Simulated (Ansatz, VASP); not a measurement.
One calculation of AlGa2As3, two programs

```
Al Ga As
1.0
     4.71838    0.00000    0.00000
    -2.35919    4.08624    0.00000
     0.00000    0.00000    9.80340
Al Ga As
1 2 3
Direct
  0.33333 0.66667 0.00000
  0.66667 0.33333 0.00000
  0.00000 0.00000 0.00000
  0.66667 0.33333 0.26308
  0.66667 0.33333 0.73692
  0.66667 0.33333 0.50000
```

Alike in both runs: functional PBE; k mesh 6 × 6 × 2; occupations gaussian, width 0.1 eV; no spin polarisation.

Ansatz relaxed the structure, and its values are those at the end. VASP's run is a single point on that final structure, the one shown.

|  | VASP | Ansatz |
| --- | --- | --- |
| version | VASP 6.6.1 | Ansatz 0.2.0 |
| potentials or method | VASP PAW PBE potentials, release 64 (Al, Ga_d, As), cutoff 520 eV | scalar-relativistic, plane waves, PAW |
| valence electrons in the cell | 44 | 74 |

Ansatz gave:

```
gap on the k mesh at the Fermi level (eV) : none
pressure (GPa)                            : 0.0
rms of the force components (eV/Å)        : 0.001
```

Question: What did VASP give for the same quantities?

Answer: gap on the k mesh at the Fermi level (eV): none; pressure (GPa): 0.1; rms of the force components (eV/Å): 0.012.

A gap of «none» marks a metal or a gap that the smearing closes. With one functional, cell and mesh, what is left measures potentials, basis and numerics. VASP's potentials hold 44 valence electrons a cell and Ansatz's 74, so a difference there can come from the potentials and not from the codes.
